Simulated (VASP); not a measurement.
Here is a VASP 6.6.1 calculation.

File INCAR:

```
  PREC = Accurate
  ENCUT = 520
  EDIFF = 1E-8
  ISMEAR = -1
  SIGMA = 0.03
  LREAL = False
  LASPH = True
  NELM = 100
  ALGO = Normal
  ISIF = 2
  LWAVE = False
  LCHARG = False
  GGA = PE
  LEFG = True
  NBANDS = 7
```

The input KPOINTS:

```
Automatic mesh
0
Gamma
  23 23 23
```

File POSCAR:

```
Be
1.0
   -1.2781833703      1.2531209513      1.2531209513
    1.2531209513     -1.2781833703      1.2531209513
    1.2531209513      1.2531209513     -1.2781833703
Be
1
Direct
    0.0000000000      0.0000000000      0.0000000000
```

Potentials or basis: VASP PAW PBE potentials, release 64 (Be).

Command:

```console
$ cat potpaw_PBE.64/Be/POTCAR > POTCAR
$ mpirun -np 1 vasp_std > vasp.out
```

Task: Predict the band gap on the k mesh.

Result: Zero (band 1 reaches 11.47 eV, above the bottom of band 2 at 6.40 eV).

Task: What does it give for the pressure?

Result: -0.5 GPa.

Stress tensor (GPa, compression positive):
```
-0.51  4.26  4.26
 4.26 -0.51  4.26
 4.26  4.26 -0.51
```

Caveat: the cell differs from its parent crystal (equal xy, yz and zx shear strains of -2 %); without QUAD_EFG the Cq values of the log hold for a quadrupole moment of 1 mb, not for the nuclei.
